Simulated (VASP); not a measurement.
Write the native input for VASP 6.6.1 that does the following.

* Task: single point
* Functional: PBE
* Potentials or basis: VASP PAW PBE potentials, release 64 (Te)
* Cutoff: 520 eV
* k mesh: 14 × 10 × 6
* Occupations: gaussian, width 0.1 eV
* Spin: no spin polarisation
* Dipole correction: no
* Further INCAR settings: ALGO = Normal; EDIFF = 1e-06; NBANDS = 20

The structure of Te lies in POSCAR:

```
Te
1.0
    3.1892204572      0.0207569985      0.0000000000
    0.0314454800      4.9212413408      0.0000000000
    0.0000000000      0.0000000000      9.5079466837
Te
4
Direct
    0.5559080142      0.5010848020      0.7481822047
    0.4440919858      0.4989151980      0.2481822047
    0.5264669708      1.0156056707      0.0218177953
    0.4735330292     -0.0156056707      0.5218177953
```

This cell differs from its parent crystal: strained and its atoms moved.

These files were run (other wordings do the same):

INCAR

```
PREC     = Accurate       # precision mode
ENCUT    = 520            # plane-wave cutoff, eV
EDIFF    = 1E-6           # SCF threshold, eV
ISMEAR   = 0              # smearing method
SIGMA    = 0.1            # smearing width, eV
LREAL    = F              # projectors in reciprocal space
LASPH    = T              # aspherical terms in the spheres
NELM     = 100            # most SCF steps
ALGO     = Normal         # electronic algorithm
ISIF     = 2              # what is computed and relaxed
LWAVE    = F              # write WAVECAR
LCHARG   = F              # write CHGCAR
GGA      = PE             # functional
NBANDS   = 20             # bands
```

KPOINTS

```
regular mesh
0
Gamma
  14 10 6
```

Potentials or basis: VASP PAW PBE potentials, release 64 (Te).

Launch:

```console
$ cat potpaw_PBE.64/Te/POTCAR > POTCAR
$ mpirun -np 1 vasp_std > vasp.out
```

It gave:

* Pressure: -4.0 GPa
* Largest force: 0.304 eV/Å
* Band gap on the k mesh: zero (band 12 reaches 6.36 eV, above the bottom of band 13 at 3.78 eV)

Caveat: the cell differs from its parent crystal (strained and its atoms moved); spin-orbit coupling is left out, which moves the levels of the heavy elements.

It took 7 min on 1 thread of Intel(R) Xeon(R) Platinum 8259CL CPU @ 2.50GHz (Skylake/Cascade Lake), with other jobs on the host, peak memory 0.71 GiB.
